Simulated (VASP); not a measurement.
A run of VASP 6.6.1 is set up as follows.

POSCAR

```
ZnS
1.0
    0.0000000000      2.6668709840      2.6668709840
    2.6668709840      0.0000000000      2.6668709840
    2.6668709840      2.6668709840      0.0000000000
Zn S
1 1
Direct
    0.0000000000      0.0000000000      0.0000000000
    0.2500000000      0.2500000000      0.2500000000
```

INCAR.step1

```
SYSTEM = ZnS
  ALGO = Normal
  EDIFF = 1E-4
  ENCUT = 520
  GGA = PE
  ISMEAR = 0
  LASPH = .True.
  LCHARG = .False.
  LREAL = .False.
  LWAVE = .True.
  NBANDS = 16
  NELM = 60
  PREC = Accurate
  SIGMA = 0.01
```

INCAR.step2

```
SYSTEM = ZnS
  ALGO = Normal
  EDIFF = 1E-6
  ENCUT = 520
  ISIF = 2
  ISMEAR = 0
  ISTART = 1
  LASPH = .True.
  LCHARG = .False.
  LMIXTAU = .True.
  LREAL = .False.
  LWAVE = .False.
  METAGGA = R2SCAN
  NBANDS = 16
  NELM = 60
  PREC = Accurate
  SIGMA = 0.01
```

Contents of KPOINTS:

```
k-points
0
Gamma
  6 6 6
  0 0 0
```

Potentials or basis: VASP PAW PBE potentials, release 64 (Zn, S).

Launch:

```bash
$ cat potpaw_PBE.64/Zn/POTCAR potpaw_PBE.64/S/POTCAR > POTCAR
$ cp INCAR.step1 INCAR
$ mpirun -np 1 vasp_std > vasp.out
$ cp INCAR.step2 INCAR
$ mpirun -np 1 vasp_std > vasp.out
```

(1) Estimate the band gap on the k mesh.

(2) Estimate the pressure.

Results:

(1) 2.86 eV, direct.

(2) 2.6 GPa.

Caveat: the PAW data sets were made with another functional, which shifts forces and pressure a little.
